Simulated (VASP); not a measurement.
# Rb (Pm-3m) in VASP: notebook, part 2 of 2

VASP 6.6.1.

## Step 4: Relaxation of cell and atoms, r2SCAN

POSCAR

```
Rb
1.0
    4.5550698096      0.0000000000      0.0000000000
    0.0000000000      4.5550698096      0.0000000000
    0.0000000000      0.0000000000      4.5550698096
Rb
1
Direct
    0.0000000000      0.0000000000      0.0000000000
```

INCAR.step1

```
PREC = Accurate ; ENCUT = 600
ISMEAR = 0 ; SIGMA = 0.1
LREAL = False ; LASPH = True
NELM = 80 ; GGA = PE
ALGO = Normal ; EDIFF = 1E-4
LWAVE = True ; LCHARG = False
```

INCAR.step2

```
PREC = Accurate ; ENCUT = 600
EDIFF = 1E-6 ; ISMEAR = 0
SIGMA = 0.1 ; LREAL = False
LASPH = True ; NELM = 80
ALGO = Normal ; ISIF = 3
LWAVE = False ; LCHARG = False
METAGGA = R2SCAN ; LMIXTAU = True
IBRION = 2 ; NSW = 100
EDIFFG = -0.01 ; ISTART = 1
```

KPOINTS

```
Automatic mesh
0
Gamma
  12 12 12
```

Potentials or basis: VASP PAW PBE potentials, release 64 (Rb_sv).

Command:

```sh
> cat potpaw_PBE.64/Rb_sv/POTCAR > POTCAR
> cp INCAR.step1 INCAR
> mpirun -np 1 vasp_std > vasp.out
> cp INCAR.step2 INCAR
> mpirun -np 1 vasp_std > vasp.out
```

OUTCAR:

```text
PREC = Accurate
   ENCUT = 600
   EDIFF = 1E-6
   ISMEAR = 0
   LREAL = False
   LASPH = True
   NELM = 80
   ISIF = 3
   METAGGA = R2SCAN
   IBRION = 2
   NSW = 100
   EDIFFG = -0.01
   ISTART = 1

 ion  position               nearest neighbor table
   1  0.000  0.000  0.000-

  LATTYP: Found a simple cubic cell.
 ALAT       =     4.5550698096

  Lattice vectors:

 A1 = (   4.5550698096,   0.0000000000,   0.0000000000)
 A2 = (   0.0000000000,   4.5550698096,   0.0000000000)
 A3 = (   0.0000000000,   0.0000000000,   4.5550698096)

Analysis of symmetry for initial positions (statically):
=====================================================================
 Subroutine PRICEL returns:
 Original cell was already a primitive cell.

 Routine SETGRP: Setting up the symmetry group for a
 simple cubic supercell.

 Subroutine GETGRP returns: Found 48 space group operations
 (whereof 48 operations were pure point group operations)
 out of a pool of 48 trial point group operations.

The static configuration has the point symmetry O_h .

Analysis of symmetry for dynamics (positions and initial velocities):
=====================================================================
 Subroutine PRICEL returns:
 Original cell was already a primitive cell.

 Routine SETGRP: Setting up the symmetry group for a
 simple cubic supercell.

 Subroutine GETGRP returns: Found 48 space group operations
 (whereof 48 operations were pure point group operations)
 out of a pool of 48 trial point group operations.

The dynamic configuration has the point symmetry O_h .

 Subroutine INISYM returns: Found 48 space group operations
 (whereof 48 operations are pure point group operations),
 and found     1 'primitive' translations

----------------------------------------------------------------------------------------

                                     Primitive cell

  volume of cell :      94.5116

  direct lattice vectors                    reciprocal lattice vectors
     4.555069810  0.000000000  0.000000000     0.219535604  0.000000000  0.000000000
     0.000000000  4.555069810  0.000000000     0.000000000  0.219535604  0.000000000
     0.000000000  0.000000000  4.555069810     0.000000000  0.000000000  0.219535604

  length of vectors
     4.555069810  4.555069810  4.555069810     0.219535604  0.219535604  0.219535604

  position of ions in fractional coordinates (direct lattice)
     0.000000000  0.000000000  0.000000000

  ion indices of the primitive-cell ions
   primitive index   ion index
                 1           1

----------------------------------------------------------------------------------------

 KPOINTS: Automatic mesh

Automatic generation of k-mesh.
 Grid dimensions read from file:
 generate k-points for:   12   12   12

 Generating k-lattice:

  Cartesian coordinates                     Fractional coordinates (reciprocal lattice)
     0.018294634  0.000000000  0.000000000     0.083333333  0.000000000  0.000000000
     0.000000000  0.018294634  0.000000000     0.000000000  0.083333333  0.000000000
     0.000000000  0.000000000  0.018294634     0.000000000  0.000000000  0.083333333

  Length of vectors
     0.018294634  0.018294634  0.018294634

  Shift w.r.t. Gamma in fractional coordinates (k-lattice)
     0.000000000  0.000000000  0.000000000

 Subroutine IBZKPT returns following result:
 ===========================================

 Found     84 irreducible k-points:

 Following reciprocal coordinates:
            Coordinates               Weight
  0.000000  0.000000  0.000000      1.000000
  0.083333  0.000000  0.000000      6.000000
  0.166667  0.000000  0.000000      6.000000
  0.250000  0.000000  0.000000      6.000000
  0.333333  0.000000  0.000000      6.000000
  0.416667  0.000000  0.000000      6.000000
[... 16 lines left out ...]
  0.333333  0.333333  0.000000     12.000000
  0.416667  0.333333  0.000000     24.000000
 [... further k-points ...]
   k-points           NKPTS =     84   k-points in BZ     NKDIM =     84   number of bands    NBANDS=      8
   number of dos      NEDOS =    301   number of ions     NIONS =      1
   total plane-waves  NPLWV =  46656
   dimension x,y,z NGX =    36 NGY =   36 NGZ =   36
   dimension x,y,z NGXF=    72 NGYF=   72 NGZF=   72
   ions per type =               1
   NGX,Y,Z   is equivalent  to a cutoff of  13.14, 13.14, 13.14 a.u.
   NGXF,Y,Z  is equivalent  to a cutoff of  26.28, 26.28, 26.28 a.u.
 SYSTEM =  unknown system
   PREC   = accura    normal or accurate (medium, high low for compatibility)
   ISTART =      1    job   : 0-new  1-cont  2-samecut
   ICHARG =      0    charge: 1-file 2-atom 10-const
   ISPIN  =      1    spin polarized calculation?
   LNONCOLLINEAR =      F non collinear calculations
   LSORBIT =      F    spin-orbit coupling
   LASPH  =      T    aspherical Exc in radial PAW
   ENCUT  =  600.0 eV  44.10 Ry    6.64 a.u.   9.10  9.10  9.10*2*pi/ulx,y,z
   NELM   =     80;   NELMIN=  2; NELMDL=  0     # of ELM steps
   EDIFF  = 0.1E-05   stopping-criterion for ELM
   LREAL  =      F    real-space projection
   EDIFFG = -.1E-01   stopping-criterion for IOM
   NSW    =    100    number of steps for IOM
   IBRION =      2    ionic relax: 0-MD 1-quasi-New 2-CG
   NFREE  =      1    steps in history (QN), initial steepest desc. (CG)
   ISIF   =      3    stress and relaxation
   ISYM   =      2    0-nonsym 1-usesym 2-fastsym
   POTIM  = 0.5000    time-step for ionic-motion
   TEBEG  =    0.0;   TEEND  =   0.0 temperature during run
   PSTRESS=    0.0 pullay stress
   NELECT =       9.0000    total number of electrons
   NUPDOWN=      -1.0000    fix difference up-down
   EMIN   =  10.00;   EMAX   =-10.00  energy-range for DOS
   EFERMI =   0.00;   METHOD = LEGACY
   ISMEAR =     0;   SIGMA  =   0.10  broadening in eV -4-tet -1-fermi 0-gaus
   EFERMI_NEDOS =   21; number of points for ismear=-14 and -15
   IALGO  =     38    algorithm
   IMIX   =      4    mixing-type and parameters
     AMIX     =   0.40;   BMIX     =  1.00
     AMIX_MAG =   1.60;   BMIX_MAG =  1.00
  volume/ion in A,a.u.               =      94.51       637.80
  Fermi-wavevector in a.u.,A,eV,Ry     =   0.747585  1.412731  7.604071  0.558883
  Thomas-Fermi vector in A             =   1.843674
   LORBIT       =      0    0 simple, 1 ext, 2 COOP (PROOUT), +10 PAW based schemes
   METAGGA = R2SCAN    functional components
   LHFCALC =     F    Hartree Fock is set to
   AEXX    =    0.0000 exact exchange contribution
   IVDW    =     0    specifies the selected vdW correction
   LEPSILON=     F    determine dielectric tensor
   LRPA    =     F    only Hartree local field effects (RPA)
 conjugate gradient relaxation of ions
 non-spin polarized calculation
 Gauss-broadening in eV      SIGMA  =   0.10
  energy-cutoff  :      600.00
  volume of cell :       94.51
 maximum number of plane-waves:      3184
   NGX = 19   NGY = 19   NGZ = 19

--------------------------------------- Ionic step        1  -------------------------------------------

 number of electron       9.0000000 magnetization

 Free energy of the ion-electron system (eV)
  ---------------------------------------------------
  ext. energy  EPLUGINS =         0.00000000
  ---------------------------------------------------
  free energy    TOTEN  =       -13.81944217 eV

  energy without entropy =      -13.81475690  energy(sigma->0) =      -13.81709954

------------------------ aborting loop because EDIFF is reached ----------------------------------------

  FORCE on cell =-STRESS in cart. coord.  units (eV):
  Direction    XX          YY          ZZ          XY          YZ          ZX
  --------------------------------------------------------------------------------------
  -------------------------------------------------------------------------------------
  Total        0.0653164      0.0653164      0.0653164      0.0000000      0.0000000      0.0000000
  in kB        1.1072546      1.1072546      1.1072546      0.0000000      0.0000000      0.0000000
  external PRESSURE =       1.1072546 kB  Pullay stress =       0.0000000 kB
[... 20 lines left out ...]
  energy  without entropy=      -13.8147568983  energy(sigma->0) =      -13.81709954

--------------------------------------- Ionic step        2  -------------------------------------------

 number of electron       9.0000000 magnetization

 E-fermi :   0.0129     XC(G=0):  -5.5930

 val. band max:        0.0093813001   @ k =   0.5000   0.0000   0.0000
 cond. band min:       0.0186031945   @ k =   0.4167   0.2500   0.0833
 fundamental gap:      0.0092218944
 Fermi energy:         0.0129073109

 k-point     1 :       0.0000    0.0000    0.0000
  band No.  band energies     occupation
      1     -30.3096      2.00000
      2     -13.7857      2.00000
      3     -13.7857      2.00000
      4     -13.7857      2.00000
      5      -2.0242      2.00000
      6       2.6033      0.00000
      7       2.6033      0.00000
      8       6.2845      0.00000
[... 320 lines left out ...]
  energy  without entropy=      -13.8158325630  energy(sigma->0) =      -13.81820279

--------------------------------------- Ionic step        4  -------------------------------------------

 number of electron       9.0000000 magnetization

 Free energy of the ion-electron system (eV)
  ---------------------------------------------------
  ext. energy  EPLUGINS =         0.00000000
  ---------------------------------------------------
  free energy    TOTEN  =       -13.82066668 eV

  energy without entropy =      -13.81590770  energy(sigma->0) =      -13.81828719

 E-fermi :  -0.0526     XC(G=0):  -5.5198

 val. band max:       -0.0606538418   @ k =   0.5000   0.0000   0.0000
 cond. band min:      -0.0467842446   @ k =   0.4167   0.2500   0.0833
 fundamental gap:      0.0138695972
 Fermi energy:        -0.0526109681

 k-point     1 :       0.0000    0.0000    0.0000
  band No.  band energies     occupation
      1     -30.3847      2.00000
      2     -13.8647      2.00000
      3     -13.8647      2.00000
      4     -13.8647      2.00000
      5      -2.0534      2.00000
      6       2.5392      0.00000
      7       2.5392      0.00000
      8       6.1038      0.00000
[... 281 lines left out ...]
  FREE ENERGIE OF THE ION-ELECTRON SYSTEM (eV)
  ---------------------------------------------------
  free  energy   TOTEN  =       -13.8206666806 eV

  energy  without entropy=      -13.8159076968  energy(sigma->0) =      -13.81828719

 reached required accuracy - stopping structural energy minimisation
```

OUTCAR.step1:

```text
PREC = Accurate
   ENCUT = 600
   ISMEAR = 0
   LREAL = False
   LASPH = True
   NELM = 80
[... 478 lines left out ...]

 POSITION                                       TOTAL-FORCE (eV/Angst)
 -----------------------------------------------------------------------------------
      0.00000      0.00000      0.00000         0.000000      0.000000      0.000000
 -----------------------------------------------------------------------------------
    total drift:                                0.000000      0.000000     -0.000000

  FREE ENERGIE OF THE ION-ELECTRON SYSTEM (eV)
  ---------------------------------------------------
  free  energy   TOTEN  =        -0.8419098617 eV

  energy  without entropy=       -0.8367195310  energy(sigma->0) =       -0.83931470
```

OSZICAR.step1:

```text
N       E                     dE             d eps       ncg     rms          rms(c)
DAV:   1     0.506470322281E+02    0.50647E+02   -0.35097E+03  1344   0.903E+02
DAV:   2     0.221167053560E+01   -0.48435E+02   -0.48012E+02  1528   0.142E+02
DAV:   3    -0.740946091456E+00   -0.29526E+01   -0.29483E+01  1688   0.424E+01
DAV:   4    -0.841992206351E+00   -0.10105E+00   -0.10097E+00  2280   0.611E+00
DAV:   5    -0.842720280746E+00   -0.72807E-03   -0.72804E-03  1936   0.443E-01    0.112E+00
DAV:   6    -0.841984457899E+00    0.73582E-03   -0.21789E-03  2120   0.300E-01    0.683E-01
DAV:   7    -0.841842872911E+00    0.14158E-03   -0.41678E-03  1864   0.424E-01    0.561E-02
DAV:   8    -0.841909861724E+00   -0.66989E-04   -0.18504E-04  1824   0.130E-01
   1 F= -.84190986E+00 E0= -.83931470E+00  d E =-.519033E-02
```

It took 9.1 min on 1 thread of Intel Xeon 8259CL, shared host; peak memory 0.28 GiB.

Results:

```
Free energy                           : -13.8207 eV
Relaxed volume                        : 98.35 Å³/atom
Relaxed cell                          : a = 4.616 Å, b = 4.616 Å, c = 4.616 Å, α = 90.00°, β = 90.00°, γ = 90.00°
Space group after relaxing (to 0.1 Å) : Pm-3m (No. 221)
Energy gained by relaxing             : 1.2 meV/atom
Ionic steps                           : 4
Pressure after relaxing               : 0.0 GPa
Band gap on the k mesh                : zero (an odd number of electrons rules out a gap without spin polarisation)
```

The path:
```tsv
step	energy change (eV)	largest force (eV/Å)	pressure (GPa)	volume (Å³)
1	0.0000	0.0000	0.11	94.51
2	-0.0005	0.0000	0.08	95.41
3	-0.0011	0.0000	0.02	97.42
4	-0.0012	0.0000	0.00	98.35
```

Final structure:
```
Rb
1.0
     4.61594    0.00000    0.00000
     0.00000    4.61594    0.00000
     0.00000    0.00000    4.61594
Rb
1
Direct
  0.00000 0.00000 0.00000
```

Caveat: the PAW data sets were made with another functional, which shifts forces and pressure a little.

## Step 5: The runs side by side

| task | cell | k mesh | cutoff (eV) | gap on the mesh (eV) | pressure (GPa) |
| --- | --- | --- | --- | --- | --- |
| single point | a = 4.555 Å, 1 atom | 4 × 4 × 4 | 520 | none | 0.1 |
| single point | a = 4.614 Å, 1 atom | 12 × 12 × 12 | 520 | none | 0.0 |
| relaxation of cell and atoms | relaxed from a = 4.555 Å, 1 atom | 12 × 12 × 12 | 600 | none | 0.0 |

Alike in all rows: level r2SCAN; potentials or basis VASP PAW PBE potentials, release 64 (Rb_sv); no spin polarisation; smearing gaussian 0.1 eV.

Caveats: the PAW data sets were made with another functional, which shifts forces and pressure a little.

Absolute energies hang on the potentials; compare differences alone.
